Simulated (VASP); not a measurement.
Write the native input for VASP 6.6.1 that does the following.

```yaml
Task: single point
Functional: LDA
Potentials_or_basis: VASP PAW LDA potentials, release 64 (Mn_pv)
Cutoff: 520 eV
k_mesh: 16 × 16 × 16
Occupations: fermi-dirac, width 0.1 eV
Spin: no spin polarisation
Dipole_correction: no
Further_INCAR_settings: ALGO = Normal; EDIFF = 1e-06; NBANDS = 12
```

The structure of Mn lies in POSCAR:

```
Mn
1.0
    2.1996485207      0.0000000000      0.0000000000
    0.0000000000      2.1996485207      0.0000000000
    0.0000000000      0.0000000000      2.1996485207
Mn
1
Direct
    0.0000000000      0.0000000000      0.0000000000
```

This cell differs from its parent crystal: volume scaled by 0.96.

The input as run:

INCAR

```
ALGO     = Normal         # electronic algorithm
EDIFF    = 1E-6           # SCF threshold, eV
ENCUT    = 520            # plane-wave cutoff, eV
ISIF     = 2              # what is computed and relaxed
ISMEAR   = -1             # smearing method
LASPH    = T              # aspherical terms in the spheres
LCHARG   = F              # write CHGCAR
LREAL    = F              # projectors in reciprocal space
LWAVE    = F              # write WAVECAR
NBANDS   = 12             # bands
NELM     = 60             # most SCF steps
PREC     = Accurate       # precision mode
SIGMA    = 0.1            # smearing width, eV
```

KPOINTS

```
k-points
0
Gamma
  16 16 16
```

Potentials or basis: VASP PAW LDA potentials, release 64 (Mn_pv).

The run is started by

```bash
$ cat potpaw_LDA.64/Mn_pv/POTCAR > POTCAR
$ mpirun -np 1 vasp_std > vasp.out
```

It gave:

```yaml
Pressure: 12.3 GPa
```

Caveat: the run has no spin polarisation, though such a crystal can be magnetic.

Wall time 7.5 s on 1 thread of AMD EPYC 9R45 96-Core Processor (Zen 5), on a shared host, peak memory 0.09 GiB.
